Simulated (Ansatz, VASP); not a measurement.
**Be2Ga2C3: VASP beside Ansatz**

```
Be Ga C
1.0
     2.68222    1.54858    3.29387
    -2.68222    1.54858    3.29387
     0.00000   -3.09716    3.29387
Be Ga C
2 2 3
Direct
  0.23666 0.23666 0.23666
  0.76334 0.76334 0.76334
  0.00000 0.00000 0.00000
  0.50000 0.50000 0.50000
  0.00000 0.00000 0.50000
  0.50000 0.00000 0.00000
  0.00000 0.50000 0.00000
```

Change from the starting cell: species swapped into the K2Sn2O3 type (R-3m, No. 166).

Alike in both runs: functional PBE; k mesh 6 × 6 × 6; occupations gaussian, width 0.1 eV; no spin polarisation.

Ansatz relaxed the structure, and its values are those at the end. VASP's run is a single point on that final structure, the one shown.

|  | VASP | Ansatz |
| --- | --- | --- |
| version | VASP 6.6.1 | Ansatz 0.2.0 |
| potentials or method | VASP PAW PBE potentials, release 64 (Be, Ga_d, C), cutoff 520 eV | scalar-relativistic, plane waves, PAW |
| valence electrons in the cell | 42 | 42 |

VASP gave:

```
gap on the k mesh at the Fermi level (eV) : none
pressure (GPa)                            : 0.5
rms of the force components (eV/Å)        : 0.011
```

Q: Estimate Ansatz's values.

A: gap on the k mesh at the Fermi level (eV): none; pressure (GPa): 0.2; rms of the force components (eV/Å): 0.003.

A gap of «none» marks a metal or a gap that the smearing closes.
